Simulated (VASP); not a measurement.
Runs of VASP 6.6.1 on SnSe2. The structure is that of space group P-3m1 (No. 164), or close to it. The cells are those of the table. 

```csv
cell,gap on the mesh (eV),pressure (GPa),largest force (eV/Å)
"a = 3.586, b = 3.586, c = 6.930 Å, angles 90.0, 90.0, 120.0°, 3 atoms",none,3.0,0.63
"a = 3.492, b = 3.492, c = 7.310 Å, angles 90.0, 90.0, 120.0°, 3 atoms",none,3.5,1.04
"a = 3.692, b = 3.692, c = 6.540 Å, angles 90.0, 90.0, 120.0°, 3 atoms",0.35,(c),(d)
"a = 4.105, b = 4.105, c = 5.289 Å, angles 90.0, 90.0, 120.0°, 3 atoms",0.02,1.2,1.17
"a = 3.918, b = 3.918, c = 5.805 Å, angles 90.0, 90.0, 120.0°, 3 atoms",0.06,(b),0.91
"a = 3.863, b = 3.863, c = 5.972 Å, angles 90.0, 90.0, 120.0°, 3 atoms",0.49,2.3,0.75
"a = 3.750, b = 3.750, c = 6.340 Å, angles 90.0, 90.0, 120.0°, 3 atoms",0.61,(a),0.26
"a = 4.023, b = 4.023, c = 5.507 Å, angles 90.0, 90.0, 120.0°, 3 atoms",0.22,1.7,1.09
```

Alike in all rows: task single point; level PBEsol; potentials or basis VASP PAW PBE potentials, release 64 (Sn_d, Se); no spin polarisation; k mesh 6 × 6 × 4; cutoff (eV) 520; smearing gaussian 0.05 eV.

Estimate the missing entries.

(a) 2.5; (b) 2.1; (c) 2.6; (d) 0.06.

Caveats: the PAW data sets were made with another functional, which shifts forces and pressure a little; spin-orbit coupling is left out, which moves the levels of the heavy elements; this functional lacks dispersion, which binds the layers, so the pressure and a relaxed spacing across them are unreliable (some runs).

A k mesh can miss the band edges, and the runs leave out spin-orbit coupling on Se, Sn.

A gap of «none» marks levels without a gap at the run's occupations.
